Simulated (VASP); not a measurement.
# P in VASP: further runs, part 2 of 2

VASP 6.6.1.

### Step 3. Single point, PBE (uniaxial y strain +1.0%)

The input, INCAR:

```
SYSTEM = P
PREC = Accurate ; ENCUT = 520
EDIFF = 1E-6 ; ISMEAR = -1
SIGMA = 0.02 ; LREAL = .False.
LASPH = .True. ; NELM = 100
ALGO = Normal ; ISIF = 2
LWAVE = .False. ; LCHARG = .True.
LDIPOL = .True. ; IDIPOL = 3
DIPOL = 0.5 0.5 0.341 ; GGA = PE
LELF = .True. ; LVHAR = .True.
LVACPOTAV = .True. ; NBANDS = 18
```

The input, KPOINTS:

```
regular mesh
0
Gamma
  6 8 1
  0 0 0
```

The input, POSCAR:

```
P
1.0
    4.6275012813      0.0000000000      0.0000000000
    0.0000000000      3.3247862272      0.0000000000
    0.0000000000      0.0000000000     27.8195791164
P
4
Direct
    0.0917030157      0.0000000000      0.3788886327
    0.4082969843      0.5000000000      0.3788886327
    0.5917030157      0.5000000000      0.3040835978
    0.9082969843      0.0000000000      0.3040835978
```

Potentials or basis: VASP PAW PBE potentials, release 64 (P).

Started as:

```
$ cat potpaw_PBE.64/P/POTCAR > POTCAR
$ mpirun -np 1 vasp_std > vasp.out
```

OUTCAR:

```text
SYSTEM = P
   PREC = Accurate
   ENCUT = 520
   EDIFF = 1E-6
   ISMEAR = -1
   LREAL = .False.
   LASPH = .True.
   NELM = 100
   ISIF = 2
   GGA = PE

 ion  position               nearest neighbor table
   1  0.092  0.000  0.379-   2 2.22   2 2.22   4 2.25
   2  0.408  0.500  0.379-   1 2.22   1 2.22   3 2.25
   3  0.592  0.500  0.304-   4 2.22   4 2.22   2 2.25
   4  0.908  0.000  0.304-   3 2.22   3 2.22   1 2.25

  LATTYP: Found a simple orthorhombic cell.
 ALAT       =     3.3247862272
 B/A-ratio  =     1.3918191923
 C/A-ratio  =     8.3673286688

  Lattice vectors:

 A1 = (   0.0000000000,  -3.3247862272,   0.0000000000)
 A2 = (   4.6275012813,   0.0000000000,   0.0000000000)
 A3 = (   0.0000000000,   0.0000000000,  27.8195791164)

Analysis of symmetry for initial positions (statically):
=====================================================================
 Subroutine PRICEL returns:
 Original cell was already a primitive cell.

 Routine SETGRP: Setting up the symmetry group for a
 simple orthorhombic supercell.

[... 172 lines left out ...]

 val. band max:       -3.0537872447   @ k =   0.0000   0.0000   0.0000
 cond. band min:      -2.0694895748   @ k =   0.0000   0.0000   0.0000
 fundamental gap:      0.9842976699
 Fermi energy:        -2.5946057331

 k-point     1 :       0.0000    0.0000    0.0000
  band No.  band energies     occupation
      1     -18.0648      2.00000
      2     -15.5749      2.00000
      3     -12.3007      2.00000
      4      -8.7398      2.00000
      5      -7.7222      2.00000
      6      -7.5411      2.00000
[... 397 lines left out ...]
      5      -8.0344      2.00000
      6      -8.0344      2.00000
[... 10 lines left out ...]
     17       3.4363      0.00000
     18       3.4363      0.00000

------------------------ aborting loop because EDIFF is reached ----------------------------------------

  FORCE on cell =-STRESS in cart. coord.  units (eV):
  Direction    XX          YY          ZZ          XY          YZ          ZX
  --------------------------------------------------------------------------------------
  -------------------------------------------------------------------------------------
  Total        0.4776878     -0.5115505      0.3989546     -0.0000000      0.0000000      0.0000000
  in kB        1.7881088     -1.9148653      1.4933899     -0.0000000      0.0000000      0.0000000
  external PRESSURE =       0.4555445 kB  Pullay stress =       0.0000000 kB

 VOLUME and BASIS-vectors are now :
 -----------------------------------------------------------------------------
  energy-cutoff  :      520.00
  volume of cell :      428.02
      direct lattice vectors                 reciprocal lattice vectors
     4.627501281  0.000000000  0.000000000     0.216099346  0.000000000  0.000000000
     0.000000000  3.324786227  0.000000000     0.000000000  0.300771217  0.000000000
     0.000000000  0.000000000 27.819579116     0.000000000  0.000000000  0.035945907

 POSITION                                       TOTAL-FORCE (eV/Angst)
 -----------------------------------------------------------------------------------
      0.42436      0.00000     10.54052        -0.176164     -0.000000      0.099450
      1.88939      1.66239     10.54052         0.176164      0.000000      0.099450
      2.73811      1.66239      8.45948        -0.176164     -0.000000     -0.099450
      4.20315      0.00000      8.45948         0.176164      0.000000     -0.099450
 -----------------------------------------------------------------------------------
    total drift:                                0.000000     -0.000000      0.000023

  FREE ENERGIE OF THE ION-ELECTRON SYSTEM (eV)
  ---------------------------------------------------
  free  energy   TOTEN  =       -21.4608477943 eV

  energy  without entropy=      -21.4608477943  energy(sigma->0) =      -21.46084779

 vacuum level on the upper side and lower side of the slab         1.974         1.974
```

OSZICAR:

```text
N       E                     dE             d eps       ncg     rms          rms(c)
DAV:   1     0.141353829086E+03    0.14135E+03   -0.58679E+03   720   0.748E+02
DAV:   2    -0.219840533543E+01   -0.14355E+03   -0.13310E+03  1118   0.139E+02
DAV:   3    -0.212252310846E+02   -0.19027E+02   -0.18932E+02   960   0.595E+01
DAV:   4    -0.216461055184E+02   -0.42087E+00   -0.41988E+00   992   0.113E+01
[... 12 lines left out ...]
DAV:  17    -0.214608136625E+02   -0.69700E-05   -0.39846E-07   834   0.231E-03    0.182E-03
DAV:  18    -0.214608369469E+02   -0.23284E-04   -0.86050E-07   656   0.256E-03    0.260E-03
DAV:  19    -0.214608409191E+02   -0.39722E-05   -0.81247E-08   784   0.896E-04    0.127E-03
DAV:  20    -0.214608470271E+02   -0.61080E-05   -0.22446E-07   726   0.125E-03    0.198E-03
DAV:  21    -0.214608477943E+02   -0.76720E-06   -0.15133E-08   728   0.464E-04
   1 F= -.21460848E+02 E0= -.21460848E+02  d E =-.251399E-11
```

stdout:

```text
POSCAR found type information on POSCAR P
 POSCAR found :  1 types and       4 ions
 scaLAPACK will be used
 LDA part: xc-table for (Slater+PW92), standard interpolation
 POSCAR, INCAR and KPOINTS ok, starting setup
 FFT: planning ... GRIDC
 FFT: planning ... GRID_SOFT
 FFT: planning ... GRID
 WAVECAR not read
 entering main loop
 -----------------------------------------------------------------------------
|                                                                             |
|           W    W    AA    RRRRR   N    N  II  N    N   GGGG   !!!           |
|           W    W   A  A   R    R  NN   N  II  NN   N  G    G  !!!           |
|           W    W  A    A  R    R  N N  N  II  N N  N  G       !!!           |
|           W WW W  AAAAAA  RRRRR   N  N N  II  N  N N  G  GGG   !            |
|           WW  WW  A    A  R   R   N   NN  II  N   NN  G    G                |
|           W    W  A    A  R    R  N    N  II  N    N   GGGG   !!!           |
|                                                                             |
|     Did not find any points to average over, which means that no vacuum     |
|     field-free region was found. Please increase the size of  your cell     |
|     in the dimension of the dipole correction to obtain accurate            |
|     workfunction values.                                                    |
|                                                                             |
 -----------------------------------------------------------------------------
```

It took 1.9 min on 1 thread of Intel Xeon 6975P-C (Granite Rapids), shared host; peak memory 0.51 GiB.

Results:

| Property | Result |
| --- | --- |
| Free energy | -21.4608 eV |
| Largest force | 0.202 eV/Å |
| Band gap on the k mesh | 0.98 eV |

Forces in eV/Å, atoms in the order of the input:
```
P   -0.176  0.000  0.099
P    0.176  0.000  0.099
P   -0.176  0.000 -0.099
P    0.176  0.000 -0.099
```

Levels at points of the mesh, in eV from the valence-band top:
| k point | band 6 | band 7 | band 8 | band 9 | band 10 | band 11 | band 12 | band 13 | band 14 | band 15 |
| --- | --- | --- | --- | --- | --- | --- | --- | --- | --- | --- |
| (0.00, 0.00, 0.00) | -4.49 | -3.54 | -1.95 | -1.58 | 0.00 | 0.98 | 1.43 | 2.46 | 3.18 | 4.40 |
| (0.50, 0.00, 0.00) | -2.88 | -2.75 | -2.75 | -1.37 | -1.37 | 1.93 | 1.93 | 3.60 | 3.60 | 3.72 |
| (0.00, 0.50, 0.00) | -5.02 | -2.74 | -2.74 | -1.98 | -1.98 | 1.25 | 1.25 | 2.27 | 2.27 | 3.79 |
| (0.50, 0.50, 0.00) | -4.98 | -4.56 | -4.56 | -1.10 | -1.10 | 2.36 | 2.36 | 3.81 | 3.81 | 5.28 |

Caveat: the cell differs from its parent crystal (uniaxial y strain +1.0%).

### Step 4. Single point, PBE (uniaxial y strain +2.0%)

The input, INCAR:

```
SYSTEM = P
PREC = Accurate
ENCUT = 520
EDIFF = 1E-6
ISMEAR = -1
SIGMA = 0.02
LREAL = .False.
LASPH = .True.
NELM = 60
ALGO = Normal
ISIF = 2
LWAVE = .False.
LCHARG = .False.
LDIPOL = .True.
IDIPOL = 3
DIPOL = 0.5 0.5 0.341
GGA = PE
NBANDS = 18
```

The input, KPOINTS:

```
Automatic mesh
0
Gamma
  6 8 1
  0 0 0
```

The input, POSCAR:

```
P
1.0
    4.6275012813      0.0000000000      0.0000000000
    0.0000000000      3.3577049027      0.0000000000
    0.0000000000      0.0000000000     27.8195791164
P
4
Direct
    0.0921367055      0.0000000000      0.3788405319
    0.4078632945      0.5000000000      0.3788405319
    0.5921367055      0.5000000000      0.3041316986
    0.9078632945      0.0000000000      0.3041316986
```

Started as:

```
$ cat potpaw_PBE.64/P/POTCAR > POTCAR
$ mpirun -np 1 vasp_std > vasp.out
```

Wall time 1.8 min (1 thread of Intel Xeon 6975P-C (Granite Rapids), shared host); peak memory 0.52 GiB.

It converged, with:

- Free energy: -21.4494 eV
- Largest force: 0.195 eV/Å
- Band gap on the k mesh: 1.04 eV

Forces on the atoms (eV/Å):
```
P   -0.168  0.000  0.100
P    0.168  0.000  0.100
P   -0.168  0.000 -0.100
P    0.168  0.000 -0.100
```

Levels at points of the mesh, in eV from the valence-band top:
| k point | band 8 | band 9 | band 10 | band 11 | band 12 | band 13 |
| --- | --- | --- | --- | --- | --- | --- |
| (0.00, 0.00, 0.00) | -2.04 | -1.52 | 0.00 | 1.04 | 1.30 | 2.29 |
| (0.50, 0.00, 0.00) | -2.85 | -1.39 | -1.39 | 1.79 | 1.79 | 3.49 |
| (0.00, 0.50, 0.00) | -2.74 | -1.98 | -1.98 | 1.28 | 1.28 | 2.29 |
| (0.50, 0.50, 0.00) | -4.55 | -1.10 | -1.10 | 2.37 | 2.37 | 3.81 |

Caveat: the cell differs from its parent crystal (uniaxial y strain +2.0%).

### Step 5. Single point, PBE (uniaxial y strain +3.0%)

The input, INCAR:

```
PREC = Accurate
ENCUT = 520
EDIFF = 1E-7
ISMEAR = -1
SIGMA = 0.02
LREAL = False
LASPH = True
NELM = 100
ALGO = Normal
ISIF = 2
LWAVE = False
LCHARG = True
LDIPOL = True
IDIPOL = 3
DIPOL = 0.5 0.5 0.341
GGA = PE
LELF = True
LVHAR = True
LVACPOTAV = True
NBANDS = 18
```

The input, KPOINTS:

```
regular mesh
0
Gamma
  6 8 1
```

The input, POSCAR:

```
P
1.0
    4.6275012813      0.0000000000      0.0000000000
    0.0000000000      3.3906235782      0.0000000000
    0.0000000000      0.0000000000     27.8195791164
P
4
Direct
    0.0925356769      0.0000000000      0.3787938536
    0.4074643231      0.5000000000      0.3787938536
    0.5925356769      0.5000000000      0.3041783769
    0.9074643231      0.0000000000      0.3041783769
```

Started as:

```
$ cat potpaw_PBE.64/P/POTCAR > POTCAR
$ mpirun -np 1 vasp_std > vasp.out
```

Wall time 2 min (1 thread of Intel Xeon 6975P-C (Granite Rapids), shared host); peak memory 0.52 GiB.

The run converged. Its results:

- Free energy: -21.4293 eV
- Largest force: 0.189 eV/Å
- Band gap on the k mesh: 1.10 eV
- Ionisation potential of the upper face: 5.03 eV

Forces on the atoms (eV/Å):
```
P   -0.160  0.000  0.101
P    0.160  0.000  0.101
P   -0.160  0.000 -0.101
P    0.160  0.000 -0.101
```

Levels at points of the mesh, in eV from the valence-band top:
| k point | band 8 | band 9 | band 10 | band 11 | band 12 | band 13 |
| --- | --- | --- | --- | --- | --- | --- |
| (0.00, 0.00, 0.00) | -2.12 | -1.47 | 0.00 | 1.10 | 1.18 | 2.14 |
| (0.50, 0.00, 0.00) | -2.81 | -1.41 | -1.41 | 1.67 | 1.67 | 3.39 |
| (0.00, 0.50, 0.00) | -2.73 | -1.97 | -1.97 | 1.30 | 1.30 | 2.31 |
| (0.50, 0.50, 0.00) | -4.54 | -1.10 | -1.10 | 2.37 | 2.37 | 3.81 |

Caveat: the cell differs from its parent crystal (uniaxial y strain +3.0%).

### Step 6. Single point, HSE06 (uniaxial y strain -2.0%)

The input, POSCAR:

```
P
1.0
    4.6275012813      0.0000000000      0.0000000000
    0.0000000000      3.2260302006      0.0000000000
    0.0000000000      0.0000000000     27.8195791164
P
4
Direct
    0.0902170617      0.0000000000      0.3790376728
    0.4097829383      0.5000000000      0.3790376728
    0.5902170617      0.5000000000      0.3039345577
    0.9097829383      0.0000000000      0.3039345577
```

The input, INCAR.step1:

```
SYSTEM = P
PREC = Accurate ; ENCUT = 520
EDIFF = 1E-5 ; ISMEAR = 0
SIGMA = 0.01 ; LREAL = .FALSE.
LASPH = .TRUE. ; NELM = 80
ALGO = Normal ; ISIF = 2
LWAVE = .TRUE. ; LDIPOL = .TRUE.
IDIPOL = 3 ; DIPOL = 0.5 0.5 0.341
NBANDS = 18 ; GGA = PE
```

The input, INCAR.step2:

```
SYSTEM = P
PREC = Accurate ; ENCUT = 520
EDIFF = 1E-7 ; ISMEAR = 0
SIGMA = 0.01 ; LREAL = .FALSE.
LASPH = .TRUE. ; NELM = 80
ALGO = Normal ; ISIF = 2
LWAVE = .FALSE. ; LCHARG = .TRUE.
LDIPOL = .TRUE. ; IDIPOL = 3
DIPOL = 0.5 0.5 0.341 ; GGA = PE
LHFCALC = .TRUE. ; HFSCREEN = 0.2079
PRECFOCK = Normal ; LELF = .TRUE.
LVHAR = .TRUE. ; LVACPOTAV = .TRUE.
NBANDS = 18 ; ISTART = 1
```

The input, KPOINTS:

```
Automatic mesh
0
G
  4 6 1
  0 0 0
```

Potentials or basis: VASP PAW PBE potentials, release 64 (P).

Started as:

```
$ cat potpaw_PBE.64/P/POTCAR > POTCAR
$ cp INCAR.step1 INCAR
$ mpirun -np 1 vasp_std > vasp.out
$ cp INCAR.step2 INCAR
$ mpirun -np 1 vasp_std > vasp.out
```

Wall time 51 min (1 thread of Intel Xeon Platinum 8488C (Sapphire Rapids), shared host); peak memory 0.63 GiB.

The run converged. Its results:

```yaml
Free_energy: -25.6996 eV
Largest_force: 0.195 eV/Å
Band_gap_on_the_k_mesh: 1.49 eV
```

Forces on the atoms (eV/Å):
```
P    0.000  0.000 -0.195
P    0.000  0.000 -0.195
P    0.000  0.000  0.195
P    0.000  0.000  0.195
```

Levels at points of the mesh, in eV from the valence-band top:
| k point | band 7 | band 8 | band 9 | band 10 | band 11 | band 12 | band 13 | band 14 |
| --- | --- | --- | --- | --- | --- | --- | --- | --- |
| (0.00, 0.00, 0.00) | -3.46 | -1.92 | -1.75 | 0.00 | 1.49 | 2.63 | 3.93 | 4.53 |
| (0.50, 0.00, 0.00) | -2.61 | -2.61 | -1.43 | -1.43 | 3.22 | 3.22 | 4.51 | 4.51 |
| (0.00, 0.50, 0.00) | -3.04 | -3.04 | -2.12 | -2.12 | 1.92 | 1.92 | 2.90 | 2.90 |
| (0.50, 0.50, 0.00) | -5.04 | -5.04 | -1.21 | -1.21 | 3.17 | 3.17 | 4.73 | 4.73 |

Caveat: the cell differs from its parent crystal (uniaxial y strain -2.0%); the PAW data sets were made with another functional, which shifts forces and pressure a little.

### Step 7. The runs side by side

```tsv
level	cell	k mesh	smearing	grid for exact exchange (PRECFOCK)	share of exact exchange	screening parameter	gap on the mesh (eV)	largest force (eV/Å)
PBE	a = 4.628, b = 3.292, c = 27.820 Å, 4 atoms, atomic positions A	6 × 8 × 1	fermi-dirac 0.02 eV	-	-	-	0.93	0.21
PBE	a = 4.628, b = 3.325, c = 27.820 Å, 4 atoms, atomic positions B	6 × 8 × 1	fermi-dirac 0.02 eV	-	-	-	0.98	0.20
PBE	a = 4.628, b = 3.358, c = 27.820 Å, 4 atoms, atomic positions C	6 × 8 × 1	fermi-dirac 0.02 eV	-	-	-	1.04	0.20
PBE	a = 4.628, b = 3.391, c = 27.820 Å, 4 atoms, atomic positions D	6 × 8 × 1	fermi-dirac 0.02 eV	-	-	-	1.10	0.19
HSE06	a = 4.628, b = 3.226, c = 27.820 Å, 4 atoms, atomic positions E	4 × 6 × 1	gaussian 0.01 eV	Normal	0.25	0.2079 1/Å	1.49	0.19
```

Alike in all rows: task single point; potentials or basis VASP PAW PBE potentials, release 64 (P); no spin polarisation; cutoff (eV) 520.

Caveats: the PAW data sets were made with another functional, which shifts forces and pressure a little (at least some runs).

Absolute energies hang on the potentials; compare differences alone.
